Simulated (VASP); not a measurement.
# Ir (Fm-3m) in VASP: further runs

Ir is run at these levels: PBEsol; tasks: single point, relaxation of volume and atoms at fixed shape.

All numbers are computed with VASP 6.6.1; they aren't measurements. Logs are shortened: lines on timing, memory, paths and dates and some standing lists are left out, and cuts for length are marked.

## 1. The cell of the first run

It takes space group Fm-3m (No. 225, cubic). The conventional cell has a = 3.829 Å, b = 3.829 Å, c = 3.829 Å, α = 90.00°, β = 90.00°, γ = 90.00°. Within 3.6 Å of Ir (site symmetry m-3m) lie 12 Ir at 2.71 Å.

## 2. Single point, PBEsol

File INCAR:

```
SYSTEM = Ir
ALGO = Normal ; EDIFF = 1E-6
ENCUT = 520 ; GGA = PS
ISIF = 2 ; ISMEAR = -1
LASPH = .True. ; LCHARG = .False.
LREAL = .False. ; LWAVE = .False.
NBANDS = 10 ; NELM = 80
PREC = Accurate ; SIGMA = 0.1
```

File KPOINTS:

```
k-points
0
Gamma
  9 9 9
  0 0 0
```

File POSCAR:

```
Ir
1.0
    2.7076288799      0.0000000000      0.0000000000
    1.3538144399      2.3448753940      0.0000000000
    1.3538144399      0.7816251313      2.2107697228
Ir
1
Direct
    0.0000000000      0.0000000000      0.0000000000
```

Potentials or basis: VASP PAW PBE potentials, release 64 (Ir).

Run with:

```bash
cat potpaw_PBE.64/Ir/POTCAR > POTCAR
mpirun -np 1 vasp_std > vasp.out
```

OUTCAR:

```text
SYSTEM = Ir
   EDIFF = 1E-6
   ENCUT = 520
   GGA = PS
   ISIF = 2
   ISMEAR = -1
   LASPH = .True.
   LREAL = .False.
   NELM = 80
   PREC = Accurate

 ion  position               nearest neighbor table
   1  0.000  0.000  0.000-

  LATTYP: Found a face centered cubic cell.
 ALAT       =     3.8291654838

  Lattice vectors:

 A1 = (   2.7076288799,   0.0000000000,   0.0000000000)
 A2 = (   1.3538144399,   2.3448753940,   0.0000000000)
 A3 = (   1.3538144399,   0.7816251313,   2.2107697228)

Analysis of symmetry for initial positions (statically):
=====================================================================
 Subroutine PRICEL returns:
 Original cell was already a primitive cell.

 Routine SETGRP: Setting up the symmetry group for a
 face centered cubic supercell.

 Subroutine GETGRP returns: Found 48 space group operations
 (whereof 48 operations were pure point group operations)
 out of a pool of 48 trial point group operations.

The static configuration has the point symmetry O_h .

Analysis of symmetry for dynamics (positions and initial velocities):
=====================================================================
 Subroutine PRICEL returns:
 Original cell was already a primitive cell.

 Routine SETGRP: Setting up the symmetry group for a
 face centered cubic supercell.

 Subroutine GETGRP returns: Found 48 space group operations
 (whereof 48 operations were pure point group operations)
 out of a pool of 48 trial point group operations.

The dynamic configuration has the point symmetry O_h .

 Subroutine INISYM returns: Found 48 space group operations
 (whereof 48 operations are pure point group operations),
 and found     1 'primitive' translations

----------------------------------------------------------------------------------------

                                     Primitive cell

  volume of cell :      14.0363

  direct lattice vectors                    reciprocal lattice vectors
     2.707628880  0.000000000  0.000000000     0.369326833 -0.213230947 -0.150777048
     1.353814440  2.344875394  0.000000000     0.000000000  0.426461893 -0.150777048
     1.353814440  0.781625131  2.210769723     0.000000000  0.000000000  0.452331145

  length of vectors
     2.707628880  2.707628880  2.707628880     0.452331145  0.452331145  0.452331145

  position of ions in fractional coordinates (direct lattice)
     0.000000000  0.000000000  0.000000000

  ion indices of the primitive-cell ions
   primitive index   ion index
                 1           1

----------------------------------------------------------------------------------------

 KPOINTS: k-points

Automatic generation of k-mesh.
 Grid dimensions read from file:
 generate k-points for:    9    9    9

 Generating k-lattice:

  Cartesian coordinates                     Fractional coordinates (reciprocal lattice)
     0.041036315 -0.023692327 -0.016753005     0.111111111 -0.000000000  0.000000000
     0.000000000  0.047384655 -0.016753005     0.000000000  0.111111111  0.000000000
     0.000000000  0.000000000  0.050259016     0.000000000  0.000000000  0.111111111

  Length of vectors
     0.050259016  0.050259016  0.050259016

  Shift w.r.t. Gamma in fractional coordinates (k-lattice)
     0.000000000  0.000000000  0.000000000

 Subroutine IBZKPT returns following result:
 ===========================================

 Found     35 irreducible k-points:

 Following reciprocal coordinates:
            Coordinates               Weight
  0.000000  0.000000  0.000000      1.000000
  0.111111  0.000000 -0.000000      8.000000
  0.222222  0.000000 -0.000000      8.000000
  0.333333  0.000000  0.000000      8.000000
  0.444444  0.000000 -0.000000      8.000000
  0.111111  0.111111  0.000000      6.000000
[... 16 lines left out ...]
 -0.333333  0.333333  0.000000     12.000000
  0.444444  0.444444 -0.000000      6.000000
 [... further k-points ...]
   k-points           NKPTS =     35   k-points in BZ     NKDIM =     35   number of bands    NBANDS=     10
   number of dos      NEDOS =    301   number of ions     NIONS =      1
   total plane-waves  NPLWV =   8000
   dimension x,y,z NGX =    20 NGY =   20 NGZ =   20
   dimension x,y,z NGXF=    40 NGYF=   40 NGZF=   40
   ions per type =               1
   NGX,Y,Z   is equivalent  to a cutoff of  12.28, 12.28, 12.28 a.u.
   NGXF,Y,Z  is equivalent  to a cutoff of  24.56, 24.56, 24.56 a.u.
 SYSTEM =  Ir
   PREC   = accura    normal or accurate (medium, high low for compatibility)
   ISTART =      0    job   : 0-new  1-cont  2-samecut
   ICHARG =      2    charge: 1-file 2-atom 10-const
   ISPIN  =      1    spin polarized calculation?
   LNONCOLLINEAR =      F non collinear calculations
   LSORBIT =      F    spin-orbit coupling
   LASPH  =      T    aspherical Exc in radial PAW
   ENCUT  =  520.0 eV  38.22 Ry    6.18 a.u.   5.03  5.03  5.03*2*pi/ulx,y,z
   NELM   =     80;   NELMIN=  2; NELMDL= -5     # of ELM steps
   EDIFF  = 0.1E-05   stopping-criterion for ELM
   LREAL  =      F    real-space projection
   EDIFFG = 0.1E-04   stopping-criterion for IOM
   NSW    =      0    number of steps for IOM
   IBRION =     -1    ionic relax: 0-MD 1-quasi-New 2-CG
   NFREE  =      0    steps in history (QN), initial steepest desc. (CG)
   ISIF   =      2    stress and relaxation
   ISYM   =      2    0-nonsym 1-usesym 2-fastsym
   POTIM  = 0.5000    time-step for ionic-motion
   TEBEG  =    0.0;   TEEND  =   0.0 temperature during run
   PSTRESS=    0.0 pullay stress
   NELECT =       9.0000    total number of electrons
   NUPDOWN=      -1.0000    fix difference up-down
   EMIN   =  10.00;   EMAX   =-10.00  energy-range for DOS
   EFERMI =   0.00;   METHOD = LEGACY
   ISMEAR =    -1;   SIGMA  =   0.10  broadening in eV -4-tet -1-fermi 0-gaus
   EFERMI_NEDOS =   21; number of points for ismear=-14 and -15
   IALGO  =     38    algorithm
   IMIX   =      4    mixing-type and parameters
     AMIX     =   0.40;   BMIX     =  1.00
     AMIX_MAG =   1.60;   BMIX_MAG =  1.00
  volume/ion in A,a.u.               =      14.04        94.72
  Fermi-wavevector in a.u.,A,eV,Ry     =   1.411686  2.667700 27.114481  1.992858
  Thomas-Fermi vector in A             =   2.533512
   LORBIT       =      0    0 simple, 1 ext, 2 COOP (PROOUT), +10 PAW based schemes
   GGA     = PS    functional components
   LHFCALC =     F    Hartree Fock is set to
   AEXX    =    0.0000 exact exchange contribution
   IVDW    =     0    specifies the selected vdW correction
   LEPSILON=     F    determine dielectric tensor
   LRPA    =     F    only Hartree local field effects (RPA)
 non-spin polarized calculation
  energy-cutoff  :      520.00
  volume of cell :       14.04
 maximum number of plane-waves:       385
   NGX =  9   NGY =  9   NGZ =  9

 number of electron       9.0000001 magnetization

 Free energy of the ion-electron system (eV)
  ---------------------------------------------------
  ext. energy  EPLUGINS =         0.00000000
  ---------------------------------------------------
  free energy    TOTEN  =        -9.85125997 eV

  energy without entropy =       -9.83113451  energy(sigma->0) =       -9.84119724

 E-fermi :  10.2615     XC(G=0): -14.1489

 val. band max:       10.1529368137   @ k =   0.3333   0.0000   0.0000
 cond. band min:      10.3388884692   @ k =  -0.4444   0.4444   0.1111
 fundamental gap:      0.1859516555
 Fermi energy:        10.2614528584

 k-point     1 :       0.0000    0.0000    0.0000
  band No.  band energies     occupation
      1      -0.8924      2.00000
      2       6.4337      2.00000
      3       6.4337      2.00000
      4       6.4337      2.00000
      5       9.1721      1.99996
      6       9.1721      1.99996
      7      24.6972      0.00000
      8      30.3020      0.00000
      9      30.3020      0.00000
     10      30.3020      0.00000

 k-point     2 :       0.1111    0.0000   -0.0000
  band No.  band energies     occupation
      1      -0.3513      2.00000
      2       6.1650      2.00000
      3       6.6541      2.00000
      4       6.6541      2.00000
      5       9.0444      1.99999
      6       9.0444      1.99999
      7      25.6039      0.00000
      8      28.0824      0.00000
      9      31.1986      0.00000
     10      31.1986      0.00000

 k-point     3 :       0.2222    0.0000   -0.0000
  band No.  band energies     occupation
      1       0.9892      2.00000
      2       5.8490      2.00000
      3       6.9078      2.00000
      4       6.9078      2.00000
      5       9.1731      1.99996
      6       9.1731      1.99996
      7      24.9276      0.00000
      8      27.2105      0.00000
      9      33.5314      0.00000
     10      33.5314      0.00000

 k-point     4 :       0.3333    0.0000    0.0000
  band No.  band energies     occupation
      1       2.0189      2.00000
      2       6.6561      2.00000
      3       6.6561      2.00000
      4       6.8019      2.00000
      5      10.1529      1.49494
      6      10.1529      1.49494
      7      21.6789      0.00000
      8      25.9031      0.00000
      9      33.0539      0.00000
     10      33.0539      0.00000

 k-point     5 :       0.4444    0.0000   -0.0000
  band No.  band energies     occupation
      1       2.1644      2.00000
      2       6.3693      2.00000
      3       6.3693      2.00000
      4       9.0297      1.99999
      5      11.1401      0.00031
      6      11.1401      0.00031
      7      18.3478      0.00000
      8      24.4019      0.00000
      9      30.5662      0.00000
     10      30.5662      0.00000

 k-point     6 :       0.1111    0.1111    0.0000
  band No.  band energies     occupation
      1      -0.1676      2.00000
      2       5.8969      2.00000
      3       6.8509      2.00000
      4       6.8509      2.00000
      5       8.5514      2.00000
      6       9.3883      1.99968
      7      25.9492      0.00000
      8      28.8592      0.00000
      9      30.5168      0.00000
     10      30.5168      0.00000

 k-point     7 :       0.2222    0.1111   -0.0000
  band No.  band energies     occupation
      1       0.9476      2.00000
      2       5.4140      2.00000
      3       7.0894      2.00000
      4       7.2616      2.00000
      5       8.3778      2.00000
      6       9.6598      1.99514
      7      26.4938      0.00000
      8      27.5697      0.00000
      9      31.0597      0.00000
     10      31.9079      0.00000

 k-point     8 :       0.3333    0.1111    0.0000
  band No.  band energies     occupation
      1       2.2398      2.00000
      2       5.5950      2.00000
      3       6.5232      2.00000
      4       7.2102      2.00000
      5       9.7197      1.99116
      6      10.4608      0.23977
      7      23.1804      0.00000
      8      27.1434      0.00000
      9      30.9100      0.00000
     10      32.3456      0.00000

 k-point     9 :       0.4444    0.1111    0.0000
  band No.  band energies     occupation
      1       2.5978      2.00000
      2       6.0145      2.00000
      3       6.8776      2.00000
      4       7.2027      2.00000
      5      11.2719      0.00008
      6      11.7958      0.00000
      7      19.2507      0.00000
      8      25.4992      0.00000
      9      29.6656      0.00000
     10      30.7728      0.00000
[... 118 lines left out ...]
 k-point    19 :      -0.2222    0.2222    0.0000
  band No.  band energies     occupation
      1       3.3757      2.00000
      2       5.2190      2.00000
      3       6.1003      2.00000
      4       7.8459      2.00000
      5       8.5204      2.00000
      6      12.3805      0.00000
      7      23.0501      0.00000
      8      26.2269      0.00000
      9      28.5359      0.00000
     10      32.2441      0.00000

 k-point    20 :       0.3333    0.3333    0.0000
  band No.  band energies     occupation
      1       2.7444      2.00000
      2       3.6383      2.00000
      3       8.1669      2.00000
      4       9.8624      1.96369
      5       9.8624      1.96369
      6      10.6838      0.02886
      7      25.6712      0.00000
      8      25.6712      0.00000
      9      27.0100      0.00000
     10      30.4397      0.00000

 k-point    21 :       0.4444    0.3333   -0.0000
  band No.  band energies     occupation
      1       2.8770      2.00000
      2       3.5120      2.00000
      3       8.2909      2.00000
      4       9.9222      1.93492
      5      11.4579      0.00001
      6      12.3951      0.00000
      7      21.6771      0.00000
      8      24.5064      0.00000
      9      25.0687      0.00000
     10      31.7031      0.00000

 k-point    22 :      -0.4444    0.3333    0.0000
  band No.  band energies     occupation
      1       3.2153      2.00000
      2       4.1202      2.00000
      3       7.5627      2.00000
      4       9.4330      1.99950
      5      11.3389      0.00004
      6      16.2842      0.00000
      7      17.7061      0.00000
      8      23.2081      0.00000
      9      25.4839      0.00000
     10      31.5310      0.00000

 k-point    23 :      -0.3333    0.3333    0.0000
  band No.  band energies     occupation
      1       3.8271      2.00000
      2       4.9745      2.00000
      3       6.4446      2.00000
      4       8.7491      2.00000
      5      10.3953      0.41554
      6      15.4137      0.00000
      7      20.3621      0.00000
      8      21.3780      0.00000
      9      28.2733      0.00000
     10      30.0736      0.00000

 k-point    24 :       0.4444    0.4444   -0.0000
  band No.  band energies     occupation
      1       2.4212      2.00000
      2       3.0131      2.00000
      3      11.1957      0.00018
      4      11.2682      0.00008
      5      11.5782      0.00000
      6      11.5782      0.00000
      7      21.9622      0.00000
      8      22.5720      0.00000
      9      22.5720      0.00000
     10      31.4204      0.00000

 [... further k-points ...]
[... 5 lines left out ...]
  --------------------------------------------------------------------------------------
  -------------------------------------------------------------------------------------
  Total        0.0881779      0.0881779      0.0881779     -0.0000000     -0.0000000     -0.0000000
  in kB       10.0650967     10.0650967     10.0650967     -0.0000000     -0.0000000     -0.0000000
  external PRESSURE =      10.0650967 kB  Pullay stress =       0.0000000 kB

 VOLUME and BASIS-vectors are now :
 -----------------------------------------------------------------------------
  energy-cutoff  :      520.00
  volume of cell :       14.04
      direct lattice vectors                 reciprocal lattice vectors
     2.707628880  0.000000000  0.000000000     0.369326833 -0.213230947 -0.150777048
     1.353814440  2.344875394  0.000000000     0.000000000  0.426461893 -0.150777048
     1.353814440  0.781625131  2.210769723     0.000000000  0.000000000  0.452331145

 POSITION                                       TOTAL-FORCE (eV/Angst)
 -----------------------------------------------------------------------------------
      0.00000      0.00000      0.00000        -0.000000      0.000000      0.000000
 -----------------------------------------------------------------------------------
    total drift:                               -0.000000      0.000000      0.000000

  FREE ENERGIE OF THE ION-ELECTRON SYSTEM (eV)
  ---------------------------------------------------
  free  energy   TOTEN  =        -9.8512599722 eV

  energy  without entropy=       -9.8311345148  energy(sigma->0) =       -9.84119724
```

Wall time 3.8 s (1 thread of Intel Xeon Platinum 8559C (Emerald Rapids), shared host); peak memory 0.12 GiB.

What came out:

```yaml
Free_energy: -9.8513 eV
Pressure: 1.0 GPa
```

Levels at points of the mesh, in eV from the Fermi level:
| k point | band 1 | band 2 | band 3 | band 4 | band 5 | band 6 | band 7 | band 8 | band 9 | band 10 |
| --- | --- | --- | --- | --- | --- | --- | --- | --- | --- | --- |
| (0.00, 0.00, 0.00) | -11.15 | -3.83 | -3.83 | -3.83 | -1.09 | -1.09 | 14.44 | 20.04 | 20.04 | 20.04 |

Caveat: the PAW data sets were made with another functional, which shifts forces and pressure a little; spin-orbit coupling is left out, which moves the levels of the heavy elements.

## 3. Relaxation of volume and atoms at fixed shape, PBEsol

File INCAR:

```
SYSTEM = Ir
  ALGO = Normal
  EDIFF = 1E-6
  EDIFFG = -0.01
  ENCUT = 600
  GGA = PS
  IBRION = 2
  ISIF = 8
  ISMEAR = -1
  LASPH = .True.
  LCHARG = .False.
  LREAL = .False.
  LWAVE = .False.
  NELM = 100
  NSW = 80
  PREC = Accurate
  SIGMA = 0.1
```

KPOINTS is that of step 2.

File POSCAR:

```
Ir
1.0
    2.7090680000      0.0000000000      0.0000000000
    1.3545340000      2.3461217086      0.0000000000
    1.3545340000      0.7820405695      2.2119447595
Ir
1
Direct
    0.0000000000      0.0000000000      0.0000000000
```

Potentials or basis: VASP PAW PBE potentials, release 64 (Ir).

Run with:

```bash
cat potpaw_PBE.64/Ir/POTCAR > POTCAR
mpirun -np 1 vasp_std > vasp.out
```

Run time: 8.3 s. Hardware: 1 thread of Intel Xeon Platinum 8559C (Emerald Rapids), shared host; peak memory 0.13 GiB.

Results (log left out):

* Free energy: -9.8514 eV
* Relaxed volume: 14.07 Å³/atom
* Relaxed cell: a = 2.710 Å, b = 2.710 Å, c = 2.710 Å, α = 60.00°, β = 60.00°, γ = 60.00°
* Space group after relaxing (to 0.05 Å): Fm-3m (No. 225)
* Energy gained by relaxing: 0.0 meV/atom
* Ionic steps: 3
* Pressure after relaxing: 0.0 GPa

Final structure:
```
CELL_PARAMETERS angstrom
2.71011 0.00000 0.00000
1.35505 2.34702 0.00000
1.35505 0.78234 2.21279
ATOMIC_POSITIONS crystal
Ir 0.00000 0.00000 0.00000
```

Levels at points of the mesh, in eV from the Fermi level:
| k point | band 2 | band 3 | band 4 | band 5 | band 6 | band 7 | band 8 |
| --- | --- | --- | --- | --- | --- | --- | --- |
| (0.00, 0.00, 0.00) | -3.81 | -3.81 | -3.81 | -1.09 | -1.09 | 14.44 | 20.03 |

Caveat: the PAW data sets were made with another functional, which shifts forces and pressure a little; spin-orbit coupling is left out, which moves the levels of the heavy elements.

## 4. Single point, PBEsol

File INCAR:

```
SYSTEM = Ir
ALGO = Normal ; EDIFF = 1E-6
ENCUT = 500 ; GGA = PS
GGA_COMPAT = .False. ; ISIF = 2
ISMEAR = -1 ; LASPH = .True.
LCHARG = .False. ; LREAL = .False.
LWAVE = .False. ; NBANDS = 14
NELM = 120 ; PREC = Accurate
SIGMA = 0.1
```

KPOINTS is that of step 3.

File POSCAR:

```
Ir
1.0
    2.7076288799      0.0000000000      0.0000000000
    1.3538144399      2.3448753940      0.0000000000
    1.3538144399      0.7816251313      2.2107697228
Ir
1
Direct
    0.0000000000      0.0000000000      0.0000000000
```

Potentials or basis: VASP PAW PBE potentials, release 64 (Ir_sv_GW).

Run with:

```bash
cat potpaw_PBE.64/Ir_sv_GW/POTCAR > POTCAR
mpirun -np 1 vasp_std > vasp.out
```

Run time: 8 s. Hardware: 1 thread of Intel Xeon Platinum 8259CL at 2.50GHz (Skylake/Cascade Lake), shared host; peak memory 0.13 GiB.

Results (log left out):

| Item | Value |
| --- | --- |
| Free energy | -10.4271 eV |
| Pressure | -3.3 GPa |

Levels at points of the mesh, in eV from the Fermi level:
```csv
k point,band 7,band 8,band 9,band 10,band 11,band 12
"(0.00, 0.00, 0.00)",-3.82,-3.82,-1.08,-1.08,13.70,19.23
```

Caveat: the PAW data sets were made with another functional, which shifts forces and pressure a little; spin-orbit coupling is left out, which moves the levels of the heavy elements.

## 5. The runs side by side

| task | potentials or basis | cell | cutoff (eV) | second run | gap on the mesh (eV) | pressure (GPa) |
| --- | --- | --- | --- | --- | --- | --- |
| single point | VASP PAW PBE potentials, release 64 (Ir) | a = 2.708 Å, angles 60.0°, 1 atom | 520 | - | none | 1.0 |
| relaxation of volume and atoms at fixed shape | VASP PAW PBE potentials, release 64 (Ir) | relaxed from a = 2.709 Å, angles 60.0°, 1 atom | 600 | - | none | 0.0 |
| single point | VASP PAW PBE potentials, release 64 (Ir_sv_GW) | a = 2.708 Å, angles 60.0°, 1 atom | 500 | valence_matched | none | -3.3 |

Alike in all rows: level PBEsol; no spin polarisation; k mesh 9 × 9 × 9; smearing fermi-dirac 0.1 eV.

Caveats: the PAW data sets were made with another functional, which shifts forces and pressure a little; spin-orbit coupling is left out, which moves the levels of the heavy elements.

Absolute energies hang on the potentials; compare differences alone.
